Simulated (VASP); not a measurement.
Write the native input for VASP 6.6.1 that does the following.

| Item | Value |
| --- | --- |
| Task | single point |
| Functional | PBE |
| Potentials or basis | VASP PAW PBE potentials, release 64 (Fe, Co) |
| Cutoff | 400 eV |
| k mesh | 1 × 1 × 1, shifted |
| Occupations | fermi-dirac, width 0.05 eV |
| Spin | no spin polarisation |
| Dipole correction | no |
| Mended | yes |
| Further INCAR settings | LREAL = Auto; ALGO = Normal; EDIFF = 1e-06; NBANDS = 116; ISYM = -1 |

The structure of Fe5Co lies in POSCAR:

```
Fe5Co
1.0
    6.5850490000     -0.2081250000      0.1148480000
   -0.2081250000      6.4634040000     -0.0780520000
    0.1148480000     -0.0780520000      6.5184220000
Fe Co
20 4
Direct
    0.0184923655      0.1739188756      0.3383927743
    0.8576472973      0.8204886772      0.1805841514
    0.4961886271      0.3461157987      0.5092115483
    0.6829014982      1.0012889823      0.4892679143
    0.3441387613      0.5049351184      0.8357221345
    0.5028305141      0.8398718946      0.9855962996
    0.2028927472      0.0114570204      0.9949046590
    0.3396327108      0.3528834391      0.1815862981
    0.6960407655      0.1622441534      0.1453009012
    0.8729640439     -0.0007921726      0.8444911966
    0.5138420872      0.6793663258      0.3328120156
    0.3443418410      0.0082852196      0.3302231286
    0.1772714383      0.6536239686      0.1707855656
    0.1839426500      0.5044526320      0.5079830811
    0.5241822886      0.1555729380      0.8403155689
    0.0132946831      0.6730497897      0.8496738957
    0.1727066035      0.1565588925      0.6667453759
    0.6989681380      0.6625484084      0.6643428633
    0.8137576365      0.4840823781      0.3348750910
    0.0081139433      0.3277200141      1.0088291817
    0.3627797018      0.8168348804      0.6508136590
    0.8499252556      0.3175503221      0.6530432092
    0.0208881890      0.8224486496      0.5152146939
    0.6728155226      0.5126258721     -0.0091941029
```

The input as run:

INCAR

```
SYSTEM = Fe5Co
PREC = Accurate
ENCUT = 400
EDIFF = 1E-6
ISMEAR = -1
SIGMA = 0.05
LREAL = Auto
LASPH = .TRUE.
NELM = 120
ALGO = Normal
ISIF = 2
LWAVE = .FALSE.
LCHARG = .FALSE.
GGA = PE
ISYM = -1
NBANDS = 116
GGA_COMPAT = .FALSE.
```

KPOINTS

```
explicit points
1
Reciprocal
  0.25000000   0.25000000   0.25000000 1
```

Potentials or basis: VASP PAW PBE potentials, release 64 (Fe, Co).

Command:

```bash
$ cat potpaw_PBE.64/Fe/POTCAR potpaw_PBE.64/Co/POTCAR > POTCAR
$ mpirun -np 1 vasp_std > vasp.out
```

Results of the run:

- Pressure: -23.7 GPa
- Largest force: 1.330 eV/Å

Caveat: the atoms stand as in a frame of molecular dynamics; the run has no spin polarisation, though such a crystal can be magnetic.

Run time: 3.1 min on 1 thread of Intel(R) Xeon(R) 6975P-C (Granite Rapids) (shared host), peak memory 0.3 GiB.
